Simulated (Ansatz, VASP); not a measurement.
# SrCl2: VASP beside Ansatz

Contents of INCAR:

```
SYSTEM = SrCl2
  ALGO = Normal
  EDIFF = 1E-6
  ENCUT = 520
  GGA = PE
  ISIF = 2
  ISMEAR = 0
  LASPH = .True.
  LCHARG = .False.
  LREAL = .False.
  LWAVE = .False.
  NBANDS = 19
  NELM = 60
  PREC = Accurate
  SIGMA = 0.05
```

File KPOINTS:

```
k-points
0
Gamma
  6 6 6
  0 0 0
```

POSCAR

```
SrCl2
1.0
    0.0000000000      3.6144866703      3.3361711967
    3.6144866703      0.0000000000      3.3361711967
    3.6144866703      3.6144866703      0.0000000000
Sr Cl
1 2
Direct
    0.0000000000      0.0000000000      0.0000000000
    0.2500000000      0.2500000000      0.2500000000
    0.7500000000      0.7500000000      0.7500000000
```

Input for Ansatz:

```yaml
crystal:
  lattice:
    - [0.0, 3.6144866703, 3.3361711967]
    - [3.6144866703, 0.0, 3.3361711967]
    - [3.6144866703, 3.6144866703, 0.0]
  atoms:
    - { symbol: Sr, position: [0.0, 0.0, 0.0] }
    - { symbol: Cl, position: [0.25, 0.25, 0.25] }
    - { symbol: Cl, position: [0.75, 0.75, 0.75] }
basis:
  ecutwfc: 420
kpoints:
  mp_grid: { grid: [6, 6, 6] }
hamiltonian:
  xc: pbe
scf:
  occupations: { method: gaussian, width: 0.05 }
output:
  forces: true
  stress: true
  eigenvalues: true
```

Alike in both runs: task single point; functional PBE; k mesh 6 × 6 × 6; occupations gaussian, width 0.05 eV; no spin polarisation.

```csv
,VASP,Ansatz
version,VASP 6.6.1,Ansatz 0.2.0
potentials or method,"VASP PAW PBE potentials, release 64 (Sr_sv, Cl), cutoff 520 eV","scalar-relativistic, plane waves, PAW"
valence electrons in the cell,24,24
```

```tsv
	VASP	Ansatz	Ansatz less VASP
gap on the k mesh at the Fermi level (eV)	4.74	4.75	+0.003
least direct gap on the mesh (eV)	4.99	5.00	+0.001
pressure (GPa)	0.2	0.1	-0.07
traceless stress, the component that is largest in VASP (GPa)	2.76	2.78	+0.015
```
